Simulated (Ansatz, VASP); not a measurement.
**Pb in VASP and in Ansatz**

INCAR

```
PREC = Accurate
ENCUT = 520
EDIFF = 1E-6
ISMEAR = -1
SIGMA = 0.05
LREAL = False
LASPH = True
NELM = 100
ALGO = Normal
ISIF = 2
LWAVE = False
LCHARG = False
GGA = PE
NBANDS = 13
```

The input KPOINTS:

```
regular mesh
0
Gamma
  13 13 13
```

POSCAR

```
Pb
1.0
    0.0000000000      2.4950158670      2.4950158670
    2.4950158670      0.0000000000      2.4950158670
    2.4950158670      2.4950158670      0.0000000000
Pb
1
Direct
    0.0000000000      0.0000000000      0.0000000000
```

Input for Ansatz:

```yaml
crystal:
  lattice:
    - [0.0, 2.495015867, 2.495015867]
    - [2.495015867, 0.0, 2.495015867]
    - [2.495015867, 2.495015867, 0.0]
  atoms:
    - { symbol: Pb, position: [0.0, 0.0, 0.0] }
kpoints:
  mp_grid: { grid: [13, 13, 13] }
scf:
  occupations: { method: fermi_dirac, width: 0.05 }
hamiltonian:
  xc: pbe
  pseudopotentials: { kind: all_electron, lapw: { basis_error: 0.00025 } }
output:
  forces: true
  stress: true
  eigenvalues: true
```

Change from the starting cell: volume scaled by 0.97.

Alike in both runs: task single point; functional PBE; k mesh 13 × 13 × 13; occupations fermi-dirac, width 0.05 eV; no spin polarisation.

|  | VASP | Ansatz |
| --- | --- | --- |
| version | VASP 6.6.1 | Ansatz 0.2.0 |
| potentials or method | VASP PAW PBE potentials, release 64 (Pb_d), cutoff 520 eV | all-electron LAPW, scalar-relativistic |

Ansatz gave:

| Property | Result |
| --- | --- |
| pressure (GPa) | 1.3 |

**Question.** Which values does VASP return?

**Answer.** Pressure (GPa): 1.2.

Ansatz ran all-electron here, and VASP with PAW potentials.

Spin-orbit coupling is off throughout.
